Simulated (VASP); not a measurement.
**Na2Hg: single point with PBE**

Sheet: Na2Hg, a sheet with vacuum.

```
CELL_PARAMETERS angstrom
8.57121 0.00000 0.00000
-4.28561 7.42289 0.00000
0.00000 0.00000 15.00000
ATOMIC_POSITIONS crystal
Na 0.50000 0.00000 0.50000
Na 0.00000 0.50000 0.50000
Na 0.50000 0.50000 0.50000
Na 0.00000 0.00000 0.50000
Hg 0.33333 0.66667 0.49647
Hg 0.66667 0.33333 0.50353
```

```json
{
 "Program": "VASP 6.6.1",
 "Task": "single point",
 "Functional": "PBE",
 "Potentials or basis": "VASP PAW PBE potentials, release 64 (Na_pv, Hg)",
 "Cutoff": "520 eV",
 "k mesh": "3 × 3 × 1",
 "Occupations": "gaussian, width 0.1 eV",
 "Spin": "no spin polarisation"
}
```

```yaml
Largest_force: 0.112 eV/Å
Band_gap_on_the_k_mesh: zero (band 26 reaches -1.78 eV, above the bottom of band 27 at -1.88 eV)
```

Forces on the atoms (eV/Å):
```
Na   0.000  0.000  0.000
Na   0.000  0.000  0.000
Na   0.000  0.000  0.000
Na   0.000  0.000  0.000
Hg   0.000  0.000 -0.112
Hg   0.000  0.000  0.112
```

Levels at points of the mesh, in eV from the Fermi level:
```
           k point  band 22  band 23  band 24  band 25  band 26  band 27  band 28  band 29  band 30  band 31
(0.00, 0.00, 0.00)    -8.03    -5.65    -4.91    -0.28    -0.28    -0.04    -0.03     0.37     0.37     1.33
```

Run time: 5.7 min on 1 thread of AMD EPYC 7R13 (shared host), peak memory 0.84 GiB.

Caveat: spin-orbit coupling is left out, which moves the levels of the heavy elements.
